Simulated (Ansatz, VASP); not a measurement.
## Hf: VASP beside Ansatz

```
Hf
1.0
     0.00000    2.22000    2.25330
     2.22000    0.00000    2.25330
     2.22000    2.22000    0.00000
Hf
1
Direct
  0.00000 0.00000 0.00000
```

Change from the starting cell: strain +0.0150 x Voigt [0, 0, 1, 0, 0, 0], atoms carried along.

Alike in both runs: task single point; functional PBE; k mesh 18 × 18 × 18; occupations gaussian, width 0.15 eV; no spin polarisation.

```csv
,VASP,Ansatz
version,VASP 6.6.1,Ansatz 0.2.0
potentials or method,"VASP PAW PBE potentials, release 64 (Hf_pv), cutoff 520 eV","scalar-relativistic, plane waves, PAW"
valence electrons in the cell,10,26
```

Ansatz gave:

```
gap on the k mesh at the Fermi level (eV)                     : none
pressure (GPa)                                                : 1.6
traceless stress, the component that is largest in VASP (GPa) : -0.58
```

**Question.** What did VASP give for the same quantities?

**Answer.** gap on the k mesh at the Fermi level (eV): none; pressure (GPa): 1.2; traceless stress, the component that is largest in VASP (GPa): -0.59.

A gap of «none» marks a metal or a gap that the smearing closes. With one functional, cell and mesh, what is left measures potentials, basis and numerics. VASP's potentials hold 10 valence electrons a cell and Ansatz's 26, so a difference there can come from the potentials and not from the codes.

Neither program's run includes spin-orbit coupling.
